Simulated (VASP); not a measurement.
A run of VASP 6.6.1 is set up as follows.

The input INCAR:

```
SYSTEM = HgTe
PREC     = Accurate       ! precision mode
ENCUT    = 520            ! plane-wave cutoff, eV
EDIFF    = 1E-7           ! SCF threshold, eV
ISMEAR   = -1             ! smearing method
SIGMA    = 0.05           ! smearing width, eV
LREAL    = .FALSE.        ! projectors in reciprocal space
LASPH    = .TRUE.         ! aspherical terms in the spheres
NELM     = 100            ! most SCF steps
ALGO     = Normal         ! electronic algorithm
ISIF     = 2              ! what is computed and relaxed
LWAVE    = .FALSE.        ! write WAVECAR
LCHARG   = .FALSE.        ! write CHGCAR
GGA      = PS             ! functional
NBANDS   = 16             ! bands
```

File KPOINTS:

```
Automatic mesh
0
G
  12 12 12
  0 0 0
```

POSCAR

```
HgTe
1.0
    0.0000000000      3.1893932758      3.1893932758
    3.1893932758      0.0000000000      3.1893932758
    3.1893932758      3.1893932758      0.0000000000
Hg Te
1 1
Direct
    0.0000000000      0.0000000000      0.0000000000
    0.2500000000      0.2500000000      0.2500000000
```

Potentials or basis: VASP PAW PBE potentials, release 64 (Hg, Te).

Launch:

```console
$ cat potpaw_PBE.64/Hg/POTCAR potpaw_PBE.64/Te/POTCAR > POTCAR
$ mpirun -np 1 vasp_std > vasp.out
```

**Question.** Estimate the band gap on the k mesh.

**Answer.** Zero (filled and empty bands touch).

**Question.** Predict the pressure.

**Answer.** 3.1 GPa.

Caveat: the PAW data sets were made with another functional, which shifts forces and pressure a little; spin-orbit coupling is left out, which moves the levels of the heavy elements.
